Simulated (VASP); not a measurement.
# Hf (Im-3m) in VASP: a series of runs

Aim: see how the results for Hf move with the level of theory and the settings. Levels: PBE, LDA, r2SCAN. Tasks: single point.

Program: VASP 6.6.1. These are calculated values, not measurements. Logs are shortened: lines on timing, memory, paths and dates and some standing lists are left out, and cuts for length are marked.

### 1 The cell of the first run

It takes space group Im-3m (No. 229, cubic). Conventional cell: a = 3.576 Å, b = 3.576 Å, c = 3.576 Å, α = 90.00°, β = 90.00°, γ = 90.00°. Hf (site symmetry m-3m) has 14 Hf at 3.10 to 3.58 Å within 4.1 Å.

### 2 Single point, PBE (strained)

File INCAR:

```
SYSTEM = Hf
PREC     = Accurate       ! precision mode
ENCUT    = 520            ! plane-wave cutoff, eV
EDIFF    = 1E-6           ! SCF threshold, eV
ISMEAR   = 0              ! smearing method
SIGMA    = 0.1            ! smearing width, eV
LREAL    = .FALSE.        ! projectors in reciprocal space
LASPH    = .TRUE.         ! aspherical terms in the spheres
NELM     = 100            ! most SCF steps
ALGO     = Normal         ! electronic algorithm
ISIF     = 2              ! what is computed and relaxed
LWAVE    = .FALSE.        ! write WAVECAR
LCHARG   = .FALSE.        ! write CHGCAR
GGA      = PE             ! functional
NBANDS   = 11             ! bands
```

File KPOINTS:

```
Automatic mesh
0
G
  16 16 16
  0 0 0
```

File POSCAR:

```
Hf
1.0
   -1.7880510500      1.7880510500      1.7880510500
    1.7880510500     -1.7880510500      1.7880510500
    1.7880510500      1.7880510500     -1.7880510500
Hf
1
Direct
    0.0000000000      0.0000000000      0.0000000000
```

Potentials or basis: VASP PAW PBE potentials, release 64 (Hf_pv).

Launch:

```console
cat potpaw_PBE.64/Hf_pv/POTCAR > POTCAR
mpirun -np 1 vasp_std > vasp.out
```

OUTCAR:

```text
SYSTEM = Hf
   PREC = Accurate
   ENCUT = 520
   EDIFF = 1E-6
   ISMEAR = 0
   LREAL = .FALSE.
   LASPH = .TRUE.
   NELM = 100
   ISIF = 2
   GGA = PE

 ion  position               nearest neighbor table
   1  0.000  0.000  0.000-

  LATTYP: Found a body centered cubic cell.
 ALAT       =     3.5761021000

  Lattice vectors:

 A1 = (  -1.7880510500,   1.7880510500,   1.7880510500)
 A2 = (   1.7880510500,  -1.7880510500,   1.7880510500)
 A3 = (   1.7880510500,   1.7880510500,  -1.7880510500)

Analysis of symmetry for initial positions (statically):
=====================================================================
 Subroutine PRICEL returns:
 Original cell was already a primitive cell.

 Routine SETGRP: Setting up the symmetry group for a
 body centered cubic supercell.

 Subroutine GETGRP returns: Found 48 space group operations
 (whereof 48 operations were pure point group operations)
 out of a pool of 48 trial point group operations.

The static configuration has the point symmetry O_h .

Analysis of symmetry for dynamics (positions and initial velocities):
=====================================================================
 Subroutine PRICEL returns:
 Original cell was already a primitive cell.

 Routine SETGRP: Setting up the symmetry group for a
 body centered cubic supercell.

 Subroutine GETGRP returns: Found 48 space group operations
 (whereof 48 operations were pure point group operations)
 out of a pool of 48 trial point group operations.

The dynamic configuration has the point symmetry O_h .

 Subroutine INISYM returns: Found 48 space group operations
 (whereof 48 operations are pure point group operations),
 and found     1 'primitive' translations

----------------------------------------------------------------------------------------

                                     Primitive cell

  volume of cell :      22.8665

  direct lattice vectors                    reciprocal lattice vectors
    -1.788051050  1.788051050  1.788051050     0.000000000  0.279634074  0.279634074
     1.788051050 -1.788051050  1.788051050     0.279634074  0.000000000  0.279634074
     1.788051050  1.788051050 -1.788051050     0.279634074  0.279634074  0.000000000

  length of vectors
     3.096995265  3.096995265  3.096995265     0.395462300  0.395462300  0.395462300

  position of ions in fractional coordinates (direct lattice)
     0.000000000  0.000000000  0.000000000

  ion indices of the primitive-cell ions
   primitive index   ion index
[... 79 lines left out ...]
   ISIF   =      2    stress and relaxation
   ISYM   =      2    0-nonsym 1-usesym 2-fastsym
   POTIM  = 0.5000    time-step for ionic-motion
   TEBEG  =    0.0;   TEEND  =   0.0 temperature during run
   PSTRESS=    0.0 pullay stress
   NELECT =      10.0000    total number of electrons
   NUPDOWN=      -1.0000    fix difference up-down
   EMIN   =  10.00;   EMAX   =-10.00  energy-range for DOS
   EFERMI =   0.00;   METHOD = LEGACY
   ISMEAR =     0;   SIGMA  =   0.10  broadening in eV -4-tet -1-fermi 0-gaus
   EFERMI_NEDOS =   21; number of points for ismear=-14 and -15
   IALGO  =     38    algorithm
   IMIX   =      4    mixing-type and parameters
     AMIX     =   0.40;   BMIX     =  1.00
     AMIX_MAG =   1.60;   BMIX_MAG =  1.00
  volume/ion in A,a.u.               =      22.87       154.31
  Fermi-wavevector in a.u.,A,eV,Ry     =   1.242629  2.348229 21.009131  1.544128
  Thomas-Fermi vector in A             =   2.376975
   LORBIT       =      0    0 simple, 1 ext, 2 COOP (PROOUT), +10 PAW based schemes
   GGA     = PE    functional components
   LHFCALC =     F    Hartree Fock is set to
   AEXX    =    0.0000 exact exchange contribution
   IVDW    =     0    specifies the selected vdW correction
   LEPSILON=     F    determine dielectric tensor
   LRPA    =     F    only Hartree local field effects (RPA)
 non-spin polarized calculation
 Gauss-broadening in eV      SIGMA  =   0.10
  energy-cutoff  :      520.00
  volume of cell :       22.87
 maximum number of plane-waves:       630
   NGX = 11   NGY = 11   NGZ = 11

 number of electron      10.0000002 magnetization

 Free energy of the ion-electron system (eV)
  ---------------------------------------------------
  ext. energy  EPLUGINS =         0.00000000
  ---------------------------------------------------
  free energy    TOTEN  =        -9.74299919 eV

  energy without entropy =       -9.73476024  energy(sigma->0) =       -9.73887972

 E-fermi :   4.4259     XC(G=0): -11.1842

 val. band max:        4.4240077591   @ k =   0.3125   0.1250   0.1250
 cond. band min:       4.4695617723   @ k =   0.3125   0.1875  -0.0000
 fundamental gap:      0.0455540131
 Fermi energy:         4.4258736487

 k-point     1 :       0.0000    0.0000    0.0000
  band No.  band energies     occupation
      1     -25.4879      2.00000
      2     -25.4879      2.00000
      3     -25.4879      2.00000
      4      -2.5361      2.00000
      5       5.9420      0.00000
      6       5.9420      0.00000
      7       5.9420      0.00000
      8       8.6590      0.00000
      9       8.6590      0.00000
     10      17.6097      0.00000
     11      17.6097      0.00000
[... 309 lines left out ...]
 k-point    24 :       0.2500    0.1875    0.0000
  band No.  band energies     occupation
      1     -26.0841      2.00000
      2     -25.7343      2.00000
      3     -25.5525      2.00000
      4       1.2810      2.00000
      5       3.9986      2.00000
      6       4.4790      0.45231
      7       8.0908      0.00000
      8       9.3461      0.00000
      9      10.7279      0.00000
     10      15.1663      0.00000
     11      17.6428      0.00000

 [... further k-points ...]

------------------------ aborting loop because EDIFF is reached ----------------------------------------

  FORCE on cell =-STRESS in cart. coord.  units (eV):
  Direction    XX          YY          ZZ          XY          YZ          ZX
  --------------------------------------------------------------------------------------
  -------------------------------------------------------------------------------------
  Total       -0.4163644     -0.4163644     -0.4163644      0.0000000      0.0000000      0.0000000
  in kB      -29.1732234    -29.1732234    -29.1732234      0.0000000      0.0000000      0.0000000
  external PRESSURE =     -29.1732234 kB  Pullay stress =       0.0000000 kB

 VOLUME and BASIS-vectors are now :
 -----------------------------------------------------------------------------
  energy-cutoff  :      520.00
  volume of cell :       22.87
      direct lattice vectors                 reciprocal lattice vectors
    -1.788051050  1.788051050  1.788051050     0.000000000  0.279634074  0.279634074
     1.788051050 -1.788051050  1.788051050     0.279634074  0.000000000  0.279634074
     1.788051050  1.788051050 -1.788051050     0.279634074  0.279634074  0.000000000

 POSITION                                       TOTAL-FORCE (eV/Angst)
 -----------------------------------------------------------------------------------
      0.00000      0.00000      0.00000         0.000000     -0.000000      0.000000
 -----------------------------------------------------------------------------------
    total drift:                                0.000000     -0.000000     -0.000000

  FREE ENERGIE OF THE ION-ELECTRON SYSTEM (eV)
  ---------------------------------------------------
  free  energy   TOTEN  =        -9.7429991886 eV

  energy  without entropy=       -9.7347602443  energy(sigma->0) =       -9.73887972
```

Wall time 27 s (1 thread of AMD EPYC 9R45 (Zen 5), shared host); peak memory 0.12 GiB.

Results:

```
Free energy            : -9.7430 eV
Pressure               : -2.9 GPa
Band gap on the k mesh : zero (band 5 reaches 5.94 eV, above the bottom of band 6 at 3.71 eV)
```

Caveat: the cell differs from its parent crystal (strained); spin-orbit coupling is left out, which moves the levels of the heavy elements.

### 3 Single point, PBE (strained)

File INCAR:

```
PREC = Accurate
ENCUT = 520
EDIFF = 1E-7
ISMEAR = 0
SIGMA = 0.1
LREAL = False
LASPH = True
NELM = 80
ALGO = Normal
ISIF = 2
LWAVE = False
LCHARG = False
GGA = PE
NBANDS = 11
```

File KPOINTS:

```
Automatic mesh
0
Gamma
  16 16 16
```

File POSCAR:

```
Hf
1.0
   -1.8268224500      1.8268224500      1.8268224500
    1.8268224500     -1.8268224500      1.8268224500
    1.8268224500      1.8268224500     -1.8268224500
Hf
1
Direct
    0.0000000000      0.0000000000      0.0000000000
```

Potentials or basis: VASP PAW PBE potentials, release 64 (Hf_pv).

Launch:

```console
cat potpaw_PBE.64/Hf_pv/POTCAR > POTCAR
mpirun -np 1 vasp_std > vasp.out
```

It took 32 s on 1 thread of AMD EPYC 9R45 (Zen 5), shared host; peak memory 0.13 GiB.

Results (log left out):

```
Free energy            : -9.6893 eV
Pressure               : -8.2 GPa
Band gap on the k mesh : zero (band 5 reaches 5.46 eV, above the bottom of band 6 at 3.34 eV)
```

Levels at points of the mesh, in eV from the Fermi level:
```tsv
k point	band 2	band 3	band 4	band 5	band 6	band 7	band 8	band 9
(0.00, 0.00, 0.00)	-30.17	-30.17	-6.75	1.45	1.45	1.45	3.99	3.99
(0.50, 0.00, 0.00)	-30.37	-30.17	-3.12	-0.36	0.78	3.78	4.69	6.86
(0.50, 0.50, 0.50)	-30.60	-30.60	-2.22	-2.22	6.14	6.14	6.14	6.58
```

Caveat: the cell differs from its parent crystal (strained); spin-orbit coupling is left out, which moves the levels of the heavy elements.

### 4 Single point, PBE (strained)

File INCAR:

```
SYSTEM = Hf
PREC = Accurate ; ENCUT = 520
EDIFF = 1E-6 ; ISMEAR = 0
SIGMA = 0.1 ; LREAL = .FALSE.
LASPH = .TRUE. ; NELM = 80
ALGO = Normal ; ISIF = 2
LWAVE = .FALSE. ; LCHARG = .FALSE.
GGA = PE ; NBANDS = 11
```

File KPOINTS:

```
regular mesh
0
G
  16 16 16
  0 0 0
```

File POSCAR:

```
Hf
1.0
   -1.8418942000      1.8418942000      1.8418942000
    1.8418942000     -1.8418942000      1.8418942000
    1.8418942000      1.8418942000     -1.8418942000
Hf
1
Direct
    0.0000000000      0.0000000000      0.0000000000
```

Launch:

```console
cat potpaw_PBE.64/Hf_pv/POTCAR > POTCAR
mpirun -np 1 vasp_std > vasp.out
```

It took 29 s on 1 thread of AMD EPYC 9R45 (Zen 5), shared host; peak memory 0.13 GiB.

The run converged. Its results:

- Free energy: -9.6551 eV
- Pressure: -9.9 GPa
- Band gap on the k mesh: zero (band 5 reaches 5.28 eV, above the bottom of band 6 at 3.20 eV)

Levels at points of the mesh, in eV from the Fermi level:
| k point | band 2 | band 3 | band 4 | band 5 | band 6 | band 7 | band 8 | band 9 |
| --- | --- | --- | --- | --- | --- | --- | --- | --- |
| (0.00, 0.00, 0.00) | -30.27 | -30.27 | -6.67 | 1.42 | 1.42 | 1.42 | 3.89 | 3.89 |
| (0.50, 0.00, 0.00) | -30.46 | -30.27 | -3.06 | -0.33 | 0.70 | 3.67 | 4.56 | 6.65 |
| (0.50, 0.50, 0.50) | -30.67 | -30.67 | -2.14 | -2.14 | 5.96 | 5.96 | 5.96 | 6.40 |

Caveat: the cell differs from its parent crystal (strained); spin-orbit coupling is left out, which moves the levels of the heavy elements.

### 5 Single point, LDA (functional LDA, strained)

File INCAR:

```
SYSTEM = Hf
PREC = Accurate ; ENCUT = 520
EDIFF = 1E-6 ; ISMEAR = 0
SIGMA = 0.1 ; LREAL = .False.
LASPH = .True. ; NELM = 80
ALGO = Normal ; ISIF = 2
LWAVE = .False. ; LCHARG = .False.
GGA = CA ; NBANDS = 11
```

File KPOINTS:

```
regular mesh
0
Gamma
  16 16 16
  0 0 0
```

File POSCAR:

```
Hf
1.0
   -1.8805934000      1.8805934000      1.8805934000
    1.8805934000     -1.8805934000      1.8805934000
    1.8805934000      1.8805934000     -1.8805934000
Hf
1
Direct
    0.0000000000      0.0000000000      0.0000000000
```

Potentials or basis: VASP PAW LDA potentials, release 64 (Hf_pv).

Launch:

```console
cat potpaw_LDA.64/Hf_pv/POTCAR > POTCAR
mpirun -np 1 vasp_std > vasp.out
```

It took 28 s on 1 thread of AMD EPYC 9R45 (Zen 5), shared host; peak memory 0.12 GiB.

It converged, with:

* Free energy: -10.1033 eV
* Pressure: -19.3 GPa
* Band gap on the k mesh: zero (band 5 reaches 4.61 eV, above the bottom of band 6 at 2.68 eV)

Levels at points of the mesh, in eV from the Fermi level:
| k point | band 3 | band 4 | band 5 | band 6 | band 7 | band 8 |
| --- | --- | --- | --- | --- | --- | --- |
| (0.00, 0.00, 0.00) | -30.34 | -6.42 | 1.27 | 1.27 | 1.27 | 3.58 |
| (0.50, 0.00, 0.00) | -30.34 | -2.91 | -0.33 | 0.68 | 3.33 | 4.15 |
| (0.50, 0.50, 0.50) | -30.67 | -1.94 | -1.94 | 5.44 | 5.44 | 5.44 |

Caveat: the cell differs from its parent crystal (functional LDA, strained); spin-orbit coupling is left out, which moves the levels of the heavy elements.

### 6 Single point, r2SCAN (functional r2SCAN, strained)

File POSCAR:

```
Hf
1.0
   -1.7881413000      1.7881413000      1.7881413000
    1.7881413000     -1.7881413000      1.7881413000
    1.7881413000      1.7881413000     -1.7881413000
Hf
1
Direct
    0.0000000000      0.0000000000      0.0000000000
```

File INCAR.step1:

```
ALGO = Normal
EDIFF = 1E-4
ENCUT = 520
GGA = PE
ISMEAR = 0
LASPH = T
LCHARG = F
LREAL = F
LWAVE = T
NBANDS = 11
NELM = 100
PREC = Accurate
SIGMA = 0.1
```

File INCAR.step2:

```
ALGO = Normal
EDIFF = 1E-7
ENCUT = 520
ISIF = 2
ISMEAR = 0
ISTART = 1
LASPH = T
LCHARG = T
LELF = T
LMIXTAU = T
LREAL = F
LVHAR = T
LWAVE = F
METAGGA = R2SCAN
NBANDS = 11
NELM = 100
PREC = Accurate
SIGMA = 0.1
```

File KPOINTS:

```
k-points
0
Gamma
  16 16 16
```

Potentials or basis: VASP PAW PBE potentials, release 64 (Hf_pv).

Launch:

```console
cat potpaw_PBE.64/Hf_pv/POTCAR > POTCAR
cp INCAR.step1 INCAR
mpirun -np 1 vasp_std > vasp.out
cp INCAR.step2 INCAR
mpirun -np 1 vasp_std > vasp.out
```

It took 2.7 min on 1 thread of AMD EPYC 9R45 (Zen 5), shared host; peak memory 0.13 GiB.

The run converged. Its results:

```yaml
Free_energy: -44.9359 eV
Pressure: -3.4 GPa
Band_gap_on_the_k_mesh: zero (band 5 reaches 6.06 eV, above the bottom of band 6 at 3.60 eV)
```

Levels at points of the mesh, in eV from the Fermi level:
```
           k point  band 2  band 3  band 4  band 5  band 6  band 7  band 8  band 9
(0.00, 0.00, 0.00)  -31.07  -31.07   -7.31    1.76    1.76    1.76    4.51    4.51
(0.50, 0.00, 0.00)  -31.32  -31.07   -3.40   -0.34    0.78    4.37    5.35    7.74
(0.50, 0.50, 0.50)  -31.61  -31.61   -2.60   -2.60    6.93    6.93    6.93    7.32
```

Caveat: the cell differs from its parent crystal (functional r2SCAN, strained); the PAW data sets were made with another functional, which shifts forces and pressure a little; spin-orbit coupling is left out, which moves the levels of the heavy elements.

### 7 Summary

| level | potentials or basis | cell | gap on the mesh (eV) | pressure (GPa) |
| --- | --- | --- | --- | --- |
| PBE | VASP PAW PBE potentials, release 64 (Hf_pv) | a = 3.097 Å, angles 109.5°, 1 atom | none | -2.9 |
| PBE | VASP PAW PBE potentials, release 64 (Hf_pv) | a = 3.164 Å, angles 109.5°, 1 atom | none | -8.2 |
| PBE | VASP PAW PBE potentials, release 64 (Hf_pv) | a = 3.190 Å, angles 109.5°, 1 atom | none | -9.9 |
| LDA | VASP PAW LDA potentials, release 64 (Hf_pv) | a = 3.257 Å, angles 109.5°, 1 atom | none | -19.3 |
| r2SCAN | VASP PAW PBE potentials, release 64 (Hf_pv) | a = 3.097 Å, angles 109.5°, 1 atom | none | -3.4 |

Alike in all rows: task single point; no spin polarisation; k mesh 16 × 16 × 16; cutoff (eV) 520; smearing gaussian 0.1 eV.

Caveats: spin-orbit coupling is left out, which moves the levels of the heavy elements; the PAW data sets were made with another functional, which shifts forces and pressure a little (some runs).

Absolute energies hang on the potentials; compare differences alone.
